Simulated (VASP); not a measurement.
# FeO (Wuestite) (Fm-3m) in VASP: a series of runs, part 3 of 3

VASP 6.6.1.

## Step 6: Single point, revPBE, collinear spin, ferromagnetic start

This run uses another cell than the first one, of 10.23 Å³/atom, 1.022 times its volume.

The input, INCAR:

```
SYSTEM = FeO
ALGO = Normal
EDIFF = 1E-6
ENCUT = 520
GGA = RE
ISIF = 2
ISMEAR = -1
ISPIN = 2
LASPH = .True.
LCHARG = .True.
LELF = .True.
LMAXMIX = 4
LORBIT = 11
LREAL = .False.
LVHAR = .True.
LWAVE = .False.
MAGMOM = 3 0
NBANDS = 18
NELM = 150
PREC = Accurate
SIGMA = 0.05
```

The input, KPOINTS:

```
k-points
0
Gamma
  11 11 11
  0 0 0
```

The input, POSCAR:

```
FeO
1.0
    0.0000000000      2.1707653648      2.1707653648
    2.1707653648      0.0000000000      2.1707653648
    2.1707653648      2.1707653648      0.0000000000
Fe O
1 1
Direct
    0.0000000000      0.0000000000      0.0000000000
    0.5000000000      0.5000000000      0.5000000000
```

Potentials or basis: VASP PAW PBE potentials, release 64 (Fe, O).

Launch:

```bash
$ cat potpaw_PBE.64/Fe/POTCAR potpaw_PBE.64/O/POTCAR > POTCAR
$ mpirun -np 1 vasp_std > vasp.out
```

OUTCAR:

```text
SYSTEM = FeO
   EDIFF = 1E-6
   ENCUT = 520
   GGA = RE
   ISIF = 2
   ISMEAR = -1
   ISPIN = 2
   LASPH = .True.
   LORBIT = 11
   LREAL = .False.
   NELM = 150
   PREC = Accurate

 ion  position               nearest neighbor table
   1  0.000  0.000  0.000-   2 2.17   2 2.17   2 2.17   2 2.17   2 2.17   2 2.17
   2  0.500  0.500  0.500-   1 2.17   1 2.17   1 2.17   1 2.17   1 2.17   1 2.17

  LATTYP: Found a face centered cubic cell.
 ALAT       =     4.3415307296

  Lattice vectors:

 A1 = (   0.0000000000,   2.1707653648,   2.1707653648)
 A2 = (   2.1707653648,   0.0000000000,   2.1707653648)
 A3 = (   2.1707653648,   2.1707653648,   0.0000000000)

[... 1222 lines left out ...]
  energy-cutoff  :      520.00
  volume of cell :       20.46
      direct lattice vectors                 reciprocal lattice vectors
     0.000000000  2.170765365  2.170765365    -0.230333507  0.230333507  0.230333507
     2.170765365  0.000000000  2.170765365     0.230333507 -0.230333507  0.230333507
     2.170765365  2.170765365  0.000000000     0.230333507  0.230333507 -0.230333507

 POSITION                                       TOTAL-FORCE (eV/Angst)
 -----------------------------------------------------------------------------------
      0.00000      0.00000      0.00000         0.000000      0.000000      0.000000
      2.17077      2.17077      2.17077        -0.000000     -0.000000     -0.000000
 -----------------------------------------------------------------------------------
    total drift:                                0.000000     -0.000000      0.000000

  FREE ENERGIE OF THE ION-ELECTRON SYSTEM (eV)
  ---------------------------------------------------
  free  energy   TOTEN  =       -14.2513317007 eV

  energy  without entropy=      -14.2390268420  energy(sigma->0) =      -14.24517927

 total charge

# of ion       s       p       d       tot
------------------------------------------
    1        0.279   0.342   6.066   6.688
    2        1.560   3.434   0.000   4.994
--------------------------------------------------
tot          1.839   3.776   6.066  11.682

 magnetization (x)

# of ion       s       p       d       tot
------------------------------------------
    1        0.027   0.020   3.582   3.629
    2        0.029   0.266   0.000   0.295
--------------------------------------------------
tot          0.055   0.286   3.582   3.924
```

stdout:

```text
POSCAR found type information on POSCAR FeO
 POSCAR found :  2 types and       2 ions
 scaLAPACK will be used
 -----------------------------------------------------------------------------
|                                                                             |
|                                                                             |
|     You enforced a specific xc type in the INCAR file but a different       |
|     I HOPE YOU KNOW WHAT YOU ARE DOING!                                     |
|                                                                             |
 -----------------------------------------------------------------------------

 LDA part: xc-table for (Slater+PW92), standard interpolation
 POSCAR, INCAR and KPOINTS ok, starting setup
 FFT: planning ... GRIDC
 FFT: planning ... GRID_SOFT
 FFT: planning ... GRID
 WAVECAR not read
 entering main loop
```

Run time: 25 s. Hardware: 1 thread of Intel Xeon 6975P-C, shared host; peak memory 0.17 GiB.

Results:

```
Free energy                                           : -14.2513 eV
Pressure                                              : 0.0 GPa
Band gap on the k mesh                                : zero (filled and empty bands overlap)
Net moment                                            : 4.00 μB per cell
Site moments                                          : Fe +3.63; O +0.29 μB
Valence electrons inside the program's atomic spheres : Fe 6.69; O 4.99
```

Caveat: the PAW data sets were made with another functional, which shifts forces and pressure a little; a cell with one magnetic atom can't hold antiferromagnetic order, which such compounds often take; semilocal functionals often make such compounds metallic where correlation or magnetic order opens a gap, which also shifts bond lengths.

## Step 7: The runs side by side

| task | level | cell | cutoff (eV) | gap on the mesh (eV) | pressure (GPa) | moment (μB) | relaxed volume (Å³/atom) |
| --- | --- | --- | --- | --- | --- | --- | --- |
| relaxation of cell and atoms | PBEsol | relaxed from a = 3.048 Å, angles 60.0°, 2 atoms | 600 | none | -0.1 | 4.00 | 9.58 |
| relaxation of cell and atoms | RPBE | relaxed from a = 3.048 Å, angles 60.0°, 2 atoms | 600 | none | 0.0 | 4.00 | 10.31 |
| relaxation of cell and atoms | BLYP | relaxed from a = 3.048 Å, angles 60.0°, 2 atoms | 600 | none | 0.0 | 4.00 | 10.40 |
| single point | BLYP | a = 3.048 Å, angles 60.0°, 2 atoms | 520 | none | 7.0 | 4.00 | - |
| single point | revPBE | a = 3.070 Å, angles 60.0°, 2 atoms | 520 | none | 0.0 | 4.00 | - |

Alike in all rows: potentials or basis VASP PAW PBE potentials, release 64 (Fe, O); spin collinear, ferromagnetic start; k mesh 11 × 11 × 11; smearing fermi-dirac 0.05 eV.

Caveats: the PAW data sets were made with another functional, which shifts forces and pressure a little; a cell with one magnetic atom can't hold antiferromagnetic order, which such compounds often take; semilocal functionals often make such compounds metallic where correlation or magnetic order opens a gap, which also shifts bond lengths.

Total energies depend on the potentials used, so only differences within one code and one set of settings carry meaning.

## Step 8: How close it comes

Step 6. Measured gap of FeO: 2.4 eV (optical; quoted in “W\"ustite: Electric, thermodynamic and optical properties of FeO”, 2012, arxiv:1203.1201). This calculation gives 0.00 eV (-2.40 eV). So large a miss can be the level of theory's own, or it may mean another phase, state or a wrong row. The value is that of revPBE on a finite k mesh, which can miss the band edges, without temperature or zero-point motion. Semilocal functionals fall short of measured gaps as a rule. The run's magnetic order (collinear spin, ferromagnetic start) needn't be the measured crystal's.
